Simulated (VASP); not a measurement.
Input of a VASP 6.6.1 run:

Contents of INCAR:

```
SYSTEM = C
ALGO     = Normal         ! electronic algorithm
EDIFF    = 1E-6           ! SCF threshold, eV
ENCUT    = 520            ! plane-wave cutoff, eV
GGA      = PE             ! functional
ISIF     = 2              ! what is computed and relaxed
ISMEAR   = 0              ! smearing method
LASPH    = .True.         ! aspherical terms in the spheres
LCHARG   = .False.        ! write CHGCAR
LREAL    = .False.        ! projectors in reciprocal space
LWAVE    = .False.        ! write WAVECAR
NBANDS   = 16             ! bands
NELM     = 60             ! most SCF steps
PREC     = Accurate       ! precision mode
SIGMA    = 0.15           ! smearing width, eV
```

File KPOINTS:

```
k-points
0
Gamma
  18 18 6
  0 0 0
```

File POSCAR:

```
C
1.0
    1.2332770792     -2.1360444277      0.0000000000
    1.2332770792      2.1360444277      0.0000000000
    0.0000000000      0.0000000000      8.7070252276
C
4
Direct
    0.1233132675      0.8766867325      0.7110727458
    0.5433523839      0.4566476161      0.2889270415
    0.8766867325      0.1233132675      0.2889272542
    0.4566476161      0.5433523839      0.7110729585
```

Potentials or basis: VASP PAW PBE potentials, release 64 (C).

Run with:

```console
$ cat potpaw_PBE.64/C/POTCAR > POTCAR
$ mpirun -np 1 vasp_std > vasp.out
```

**Question.** Estimate the largest force.

**Answer.** 0.022 eV/Å.

**Question.** Estimate the pressure.

**Answer.** 0.4 GPa.

Stress tensor (GPa, compression positive):
```
 0.51  0.00  0.00
 0.00  0.47 -0.02
 0.00 -0.02  0.33
```

Caveat: the cell differs from its parent crystal (atoms displaced along several vibrational modes); this functional lacks dispersion, which binds layers or chains, so the pressure and a relaxed spacing across them are unreliable.
